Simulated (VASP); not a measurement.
Wanted: the native input for a VASP 6.6.1 run.

```
Task                   : electric field gradients
Functional             : PBEsol
Potentials or basis    : VASP PAW PBE potentials, release 64 (K_sv, Li_sv)
Cutoff                 : 520 eV
k mesh                 : 12 × 12 × 8
Occupations            : fermi-dirac, width 0.15 eV
Spin                   : no spin polarisation
Dipole correction      : no
Further INCAR settings : ALGO = Normal; EDIFF = 1e-08; NBANDS = 13
```

The structure of KLi lies in POSCAR:

```
KLi
1.0
    4.0456950696      0.0000000000      0.0000000000
   -2.0228475348      3.5036747062      0.0000000000
    0.0000000000      0.0000000000      6.2299316456
K Li
1 1
Direct
    0.3333333333      0.6666666667      0.5000000000
    0.0000000000      0.0000000000      0.0000000000
```

The input as run:

INCAR

```
PREC = Accurate
ENCUT = 520
EDIFF = 1E-8
ISMEAR = -1
SIGMA = 0.15
LREAL = False
LASPH = True
NELM = 100
ALGO = Normal
ISIF = 2
LWAVE = False
LCHARG = False
GGA = PS
LEFG = True
NBANDS = 13
```

KPOINTS

```
Automatic mesh
0
Gamma
  12 12 8
```

Potentials or basis: VASP PAW PBE potentials, release 64 (K_sv, Li_sv).

Run with:

```bash
$ cat potpaw_PBE.64/K_sv/POTCAR potpaw_PBE.64/Li_sv/POTCAR > POTCAR
$ mpirun -np 1 vasp_std > vasp.out
```

It gave:

The band gap on the k mesh is zero (band 6 reaches 1.22 eV, above the bottom of band 7 at -1.56 eV).

Caveat: without QUAD_EFG the Cq values of the log hold for a quadrupole moment of 1 mb, not for the nuclei.

It took 90 s on 1 thread of Intel(R) Xeon(R) Platinum 8375C CPU @ 2.90GHz (Ice Lake) (shared host), peak memory 0.26 GiB.
